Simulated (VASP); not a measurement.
# Y2LuN3 (P-3m1) in VASP: single point with PBE

Aim: the single point of Y2LuN3 with PBE.

Program: VASP 6.6.1. These are calculated values, not measurements. Logs are shortened: lines on timing, memory, paths and dates and some standing lists are left out, and cuts for length are marked.

## 1. The cell of the first run

It takes space group P-3m1 (No. 164, trigonal). The conventional cell has a = 3.435 Å, b = 3.435 Å, c = 8.416 Å, α = 90.00°, β = 90.00°, γ = 120.00°. Within 3.2 Å of Y (site symmetry 3m) lie 6 N at 2.44 Å. Within 3.2 Å of Lu (site symmetry -3m) lie 6 N at 2.41 Å. Within 3.2 Å of N (site symmetry 3m) lie 3 Lu at 2.41 Å and 3 Y at 2.44 Å. N (site symmetry -3m) has 6 Y at 2.44 Å within 3.2 Å.

## 2. Single point, PBE

File POSCAR:

```
Y2LuN3
1.0
    3.4352121312      0.0000000289      0.0000000000
   -1.7176060906      2.9749809586      0.0000000000
    0.0000000000      0.0000000000      8.4162372000
Y Lu N
2 1 3
Direct
    0.3333333333      0.6666666667      0.6690290000
    0.6666666667      0.3333333333      0.3309710000
    0.0000000000      0.0000000000      0.0000000000
    0.3333333333      0.6666666667      0.1617350000
    0.6666666667      0.3333333333      0.8382650000
    0.0000000000      0.0000000000      0.5000000000
```

File INCAR.step1:

```
  ALGO = Normal
  EDIFF = 1E-7
  ENCUT = 520
  GGA = PE
  ISIF = 2
  ISMEAR = 0
  LASPH = T
  LCHARG = T
  LMAXMIX = 4
  LREAL = F
  LWAVE = F
  NBANDS = 40
  NELM = 60
  PREC = Accurate
  SIGMA = 0.01
```

File KPOINTS.step1:

```
k-points
0
Gamma
  12 12 4
```

File INCAR.step2:

```
  ALGO = Normal
  EDIFF = 1E-7
  ENCUT = 520
  GGA = PE
  ICHARG = 11
  ISIF = 2
  ISMEAR = -5
  LASPH = T
  LCHARG = F
  LMAXMIX = 4
  LORBIT = 10
  LREAL = F
  LWAVE = F
  NEDOS = 2001
  NELM = 60
  PREC = Accurate
  SIGMA = 0.01
```

File KPOINTS.step2:

```
k-points
0
Gamma
  18 18 6
```

Potentials or basis: VASP PAW PBE potentials, release 64 (Y_sv, Lu, N).

On the command line:

```console
$ cat potpaw_PBE.64/Y_sv/POTCAR potpaw_PBE.64/Lu/POTCAR potpaw_PBE.64/N/POTCAR > POTCAR
$ cp INCAR.step1 INCAR
$ cp KPOINTS.step1 KPOINTS
$ mpirun -np 1 vasp_std > vasp.out
$ cp INCAR.step2 INCAR
$ cp KPOINTS.step2 KPOINTS
$ mpirun -np 1 vasp_std > vasp.out
```

OUTCAR:

```text
EDIFF = 1E-7
   ENCUT = 520
   GGA = PE
   ICHARG = 11
   ISIF = 2
   ISMEAR = -5
   LASPH = T
   LORBIT = 10
   LREAL = F
   NELM = 60
   PREC = Accurate

 ion  position               nearest neighbor table
   1  0.333  0.667  0.669-   6 2.44   6 2.44   6 2.44   5 2.44   5 2.44   5 2.44   3 3.42   3 3.42
                             3 3.42   2 3.47   2 3.47   2 3.47
   2  0.667  0.333  0.331-   6 2.44   6 2.44   6 2.44   4 2.44   4 2.44   4 2.44   3 3.42   3 3.42
                             3 3.42   1 3.47   1 3.47   1 3.47
   3  0.000  0.000  0.000-   4 2.41   5 2.41   5 2.41   4 2.41   5 2.41   4 2.41   1 3.42   2 3.42
                             1 3.42   2 3.42   2 3.42   1 3.42
   4  0.333  0.667  0.162-   3 2.41   3 2.41   3 2.41   2 2.44   2 2.44   2 2.44
   5  0.667  0.333  0.838-   3 2.41   3 2.41   3 2.41   1 2.44   1 2.44   1 2.44
   6  0.000  0.000  0.500-   1 2.44   2 2.44   2 2.44   1 2.44   2 2.44   1 2.44

  LATTYP: Found a hexagonal cell.
 ALAT       =     3.4352121312
 C/A-ratio  =     2.4499905329

  Lattice vectors:

 A1 = (   3.4352121312,   0.0000000289,   0.0000000000)
 A2 = (  -1.7176060906,   2.9749809586,   0.0000000000)
 A3 = (   0.0000000000,   0.0000000000,   8.4162372000)

Analysis of symmetry for initial positions (statically):
=====================================================================
 Subroutine PRICEL returns:
 Original cell was already a primitive cell.

 Routine SETGRP: Setting up the symmetry group for a
 hexagonal supercell.

 Subroutine GETGRP returns: Found 12 space group operations
 (whereof 12 operations were pure point group operations)
 out of a pool of 24 trial point group operations.

The static configuration has the point symmetry D_3d.

Analysis of symmetry for dynamics (positions and initial velocities):
=====================================================================
 Subroutine PRICEL returns:
 Original cell was already a primitive cell.

 Routine SETGRP: Setting up the symmetry group for a
 hexagonal supercell.

 Subroutine GETGRP returns: Found 12 space group operations
 (whereof 12 operations were pure point group operations)
 out of a pool of 24 trial point group operations.

The dynamic configuration has the point symmetry D_3d.

 Subroutine INISYM returns: Found 12 space group operations
 (whereof 12 operations are pure point group operations),
 and found     1 'primitive' translations

----------------------------------------------------------------------------------------

                                     Primitive cell

  volume of cell :      86.0113

  direct lattice vectors                    reciprocal lattice vectors
     3.435212131  0.000000029  0.000000000     0.291102836  0.168068304  0.000000000
    -1.717606091  2.974980959  0.000000000    -0.000000003  0.336136604  0.000000000
     0.000000000  0.000000000  8.416237200     0.000000000  0.000000000  0.118817944

  length of vectors
     3.435212131  3.435212131  8.416237200     0.336136604  0.336136604  0.118817944

  position of ions in fractional coordinates (direct lattice)
     0.333333333  0.666666667  0.669029000
     0.666666667  0.333333333  0.330971000
     0.000000000  0.000000000  0.000000000
     0.333333333  0.666666667  0.161735000
     0.666666667  0.333333333  0.838265000
     0.000000000  0.000000000  0.500000000

  ion indices of the primitive-cell ions
   primitive index   ion index
                 1           1
                 2           2
                 3           3
                 4           4
                 5           5
                 6           6

----------------------------------------------------------------------------------------

 KPOINTS: k-points

Automatic generation of k-mesh.
 Grid dimensions read from file:
 generate k-points for:   18   18    6

 Generating k-lattice:

  Cartesian coordinates                     Fractional coordinates (reciprocal lattice)
     0.016172380  0.009337128  0.000000000     0.055555556  0.000000000  0.000000000
    -0.000000000  0.018674256  0.000000000     0.000000000  0.055555556  0.000000000
     0.000000000  0.000000000  0.019802991     0.000000000  0.000000000  0.166666667

  Length of vectors
     0.018674256  0.018674256  0.019802991

  Shift w.r.t. Gamma in fractional coordinates (k-lattice)
     0.000000000  0.000000000  0.000000000

 TETIRR: Found   2825 inequivalent tetrahedra from    11664

 Subroutine IBZKPT returns following result:
 ===========================================

 Found    202 irreducible k-points:

 Following reciprocal coordinates:
            Coordinates               Weight
  0.000000  0.000000  0.000000      1.000000
  0.055556  0.000000  0.000000      6.000000
  0.111111  0.000000  0.000000      6.000000
  0.166667  0.000000  0.000000      6.000000
  0.222222 -0.000000  0.000000      6.000000
  0.277778  0.000000  0.000000      6.000000
[... 16 lines left out ...]
  0.333333  0.111111  0.000000     12.000000
  0.388889  0.111111  0.000000     12.000000
 [... further k-points ...]
   k-points           NKPTS =    202   k-points in BZ     NKDIM =    202   number of bands    NBANDS=     37
   number of dos      NEDOS =   2001   number of ions     NIONS =      6
   total plane-waves  NPLWV =  50176
   dimension x,y,z NGX =    28 NGY =   28 NGZ =   64
   dimension x,y,z NGXF=    56 NGYF=   56 NGZF=  128
   ions per type =               2   1   3
   NGX,Y,Z   is equivalent  to a cutoff of  13.55, 13.55, 12.64 a.u.
   NGXF,Y,Z  is equivalent  to a cutoff of  27.10, 27.10, 25.28 a.u.
 SYSTEM =  unknown system
   PREC   = accura    normal or accurate (medium, high low for compatibility)
   ISTART =      0    job   : 0-new  1-cont  2-samecut
   ICHARG =     11    charge: 1-file 2-atom 10-const
   ISPIN  =      1    spin polarized calculation?
   LNONCOLLINEAR =      F non collinear calculations
   LSORBIT =      F    spin-orbit coupling
   LASPH  =      T    aspherical Exc in radial PAW
   ENCUT  =  520.0 eV  38.22 Ry    6.18 a.u.   6.39  6.39 15.65*2*pi/ulx,y,z
   NELM   =     60;   NELMIN=  2; NELMDL=  0     # of ELM steps
   EDIFF  = 0.1E-06   stopping-criterion for ELM
   LREAL  =      F    real-space projection
   EDIFFG = 0.1E-05   stopping-criterion for IOM
   NSW    =      0    number of steps for IOM
   IBRION =     -1    ionic relax: 0-MD 1-quasi-New 2-CG
   NFREE  =      0    steps in history (QN), initial steepest desc. (CG)
   ISIF   =      2    stress and relaxation
   ISYM   =      2    0-nonsym 1-usesym 2-fastsym
   POTIM  = 0.5000    time-step for ionic-motion
   TEBEG  =    0.0;   TEEND  =   0.0 temperature during run
   PSTRESS=    0.0 pullay stress
   NELECT =      62.0000    total number of electrons
   NUPDOWN=      -1.0000    fix difference up-down
   EMIN   =  10.00;   EMAX   =-10.00  energy-range for DOS
   EFERMI =   0.00;   METHOD = LEGACY
   ISMEAR =    -5;   SIGMA  =   0.01  broadening in eV -4-tet -1-fermi 0-gaus
   EFERMI_NEDOS =   21; number of points for ismear=-14 and -15
   IALGO  =     38    algorithm
   IMIX   =      4    mixing-type and parameters
     AMIX     =   0.40;   BMIX     =  1.00
     AMIX_MAG =   1.60;   BMIX_MAG =  1.00
  volume/ion in A,a.u.               =      14.34        96.74
  Fermi-wavevector in a.u.,A,eV,Ry     =   1.467867  2.773867 29.315584  2.154635
  Thomas-Fermi vector in A             =   2.583434
   LORBIT       =     10    0 simple, 1 ext, 2 COOP (PROOUT), +10 PAW based schemes
   GGA     = PE    functional components
   LHFCALC =     F    Hartree Fock is set to
   AEXX    =    0.0000 exact exchange contribution
   IVDW    =     0    specifies the selected vdW correction
   LEPSILON=     F    determine dielectric tensor
   LRPA    =     F    only Hartree local field effects (RPA)
 non-spin polarized calculation
 Fermi weights with tetrahedron method with Bloechl corrections
  energy-cutoff  :      520.00
  volume of cell :       86.01
 maximum number of plane-waves:      2348
 NGX is ok and might be reduce to    28

 number of electron      61.9999992 magnetization

 Free energy of the ion-electron system (eV)
  ---------------------------------------------------
  ext. energy  EPLUGINS =         0.00000000
  ---------------------------------------------------
  free energy    TOTEN  =       -52.83032432 eV

  energy without entropy =      -52.83032432  energy(sigma->0) =      -52.83032432

 E-fermi :   3.9625     XC(G=0): -11.6005

 val. band max:        3.9305583338   @ k =   0.0000   0.0000   0.0000
 cond. band min:       4.0321972244   @ k =   0.5000   0.0000   0.0000
 fundamental gap:      0.1016388907
 Fermi energy:         3.9625248753

 k-point     1 :       0.0000    0.0000    0.0000
  band No.  band energies     occupation
      1     -50.5352      2.00000
      2     -36.9911      2.00000
      3     -36.9336      2.00000
      4     -21.4273      2.00000
      5     -21.0551      2.00000
      6     -21.0550      2.00000
[... 29 lines left out ...]
     36       8.1128      0.00000
     37       8.3886      0.00000

 k-point     2 :       0.0556    0.0000    0.0000
  band No.  band energies     occupation
      1     -50.5345      2.00000
      2     -36.9882      2.00000
      3     -36.9315      2.00000
      4     -21.4235      2.00000
      5     -21.0716      2.00000
      6     -21.0584      2.00000
[... 29 lines left out ...]
     36       7.9579      0.00000
     37       8.2095      0.00000
[... 838 lines left out ...]
     36       9.5800      0.00000
     37      10.1216      0.00000

 k-point    24 :       0.3889    0.1111    0.0000
  band No.  band energies     occupation
      1     -50.5118      2.00000
      2     -36.8869      2.00000
      3     -36.8684      2.00000
      4     -21.5362      2.00000
      5     -21.2967      2.00000
      6     -21.2004      2.00000
[... 29 lines left out ...]
     36       9.9145      0.00000
     37      10.1758      0.00000

 [... further k-points ...]
[... 5 lines left out ...]
  --------------------------------------------------------------------------------------
  -------------------------------------------------------------------------------------
  Total        0.0541340      0.0541340      0.0465078      0.0000000      0.0000000     -0.0000000
  in kB        1.0083812      1.0083812      0.8663242      0.0000000      0.0000000     -0.0000000
  external PRESSURE =       0.9610289 kB  Pullay stress =       0.0000000 kB

 VOLUME and BASIS-vectors are now :
 -----------------------------------------------------------------------------
  energy-cutoff  :      520.00
  volume of cell :       86.01
      direct lattice vectors                 reciprocal lattice vectors
     3.435212131  0.000000029  0.000000000     0.291102836  0.168068304  0.000000000
    -1.717606091  2.974980959  0.000000000    -0.000000003  0.336136604  0.000000000
     0.000000000  0.000000000  8.416237200     0.000000000  0.000000000  0.118817944

 POSITION                                       TOTAL-FORCE (eV/Angst)
 -----------------------------------------------------------------------------------
     -0.00000      1.98332      5.63071        -0.000000      0.000000     -0.006560
      1.71761      0.99166      2.78553         0.000000     -0.000000      0.006560
      0.00000      0.00000      0.00000         0.000000      0.000000      0.000000
     -0.00000      1.98332      1.36120        -0.000000      0.000000      0.051537
      1.71761      0.99166      7.05504         0.000000     -0.000000     -0.051537
      0.00000      0.00000      4.20812         0.000000      0.000000      0.000000
 -----------------------------------------------------------------------------------
    total drift:                                0.000000      0.000000      0.000000

  FREE ENERGIE OF THE ION-ELECTRON SYSTEM (eV)
  ---------------------------------------------------
  free  energy   TOTEN  =       -52.8303243192 eV

  energy  without entropy=      -52.8303243192  energy(sigma->0) =      -52.83032432

 total charge

# of ion       s       p       d       f       tot
--------------------------------------------------
    1        2.194   6.541   1.071   0.096   9.902
    2        2.194   6.541   1.071   0.096   9.902
    3        2.229   6.137   0.905  14.051  23.322
    4        1.241   2.420   0.000   0.000   3.660
    5        1.241   2.420   0.000   0.000   3.660
    6        1.245   2.416   0.000   0.000   3.660
--------------------------------------------------
tot         10.343  26.474   3.048  14.242  54.107
```

It took 8.6 min on 1 thread of AMD EPYC 9R45 (Zen 5), shared host; peak memory 0.69 GiB.

Results:

```
Valence electrons inside the program's atomic spheres : Y 9.90; Lu 23.32; N 3.66
```

Caveat: spin-orbit coupling is left out, which moves the levels of the heavy elements.
